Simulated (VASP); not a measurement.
# MgO: single point with PBEsol

Crystal: MgO.

```
Mg O
1.0
     3.24570    0.00000    0.00000
    -1.62285    2.81086    0.00000
     0.00000    0.00000    5.01939
Mg O
2 2
Direct
  0.33333 0.66667 0.00366
  0.66667 0.33333 0.50366
  0.33333 0.66667 0.40094
  0.66667 0.33333 0.90094
```

```
Program             : VASP 6.6.1
Task                : single point
Functional          : PBEsol
Potentials or basis : VASP PAW PBE potentials, release 64 (Mg, O)
Cutoff              : 520 eV
k mesh              : 9 × 9 × 6
Occupations         : gaussian, width 0.05 eV
Spin                : no spin polarisation
```

```
Pressure               : 4.6 GPa
Largest force          : 0.169 eV/Å
Band gap on the k mesh : 3.58 eV, direct
```

Forces on the atoms (eV/Å):
```
Mg   0.000  0.000  0.169
Mg   0.000  0.000  0.169
O    0.000  0.000 -0.169
O    0.000  0.000 -0.169
```

Stress tensor (GPa, compression positive):
```
6.11 0.00 0.00
0.00 6.11 0.00
0.00 0.00 1.63
```

Levels at points of the mesh, in eV from the valence-band top:
```csv
k point,band 6,band 7,band 8,band 9,band 10,band 11
"(0.00, 0.00, 0.00)",-0.38,-0.38,0.00,3.58,8.71,10.36
"(0.00, 0.00, 0.50)",-0.54,-0.54,-0.54,6.11,6.11,13.24
```

Wall time 25 s on 1 thread of Intel(R) Xeon(R) Platinum 8488C (Sapphire Rapids) (shared host), peak memory 0.17 GiB.

Caveat: the PAW data sets were made with another functional, which shifts forces and pressure a little. A hybrid or GW would open this gap; PBEsol tends to underestimate it.
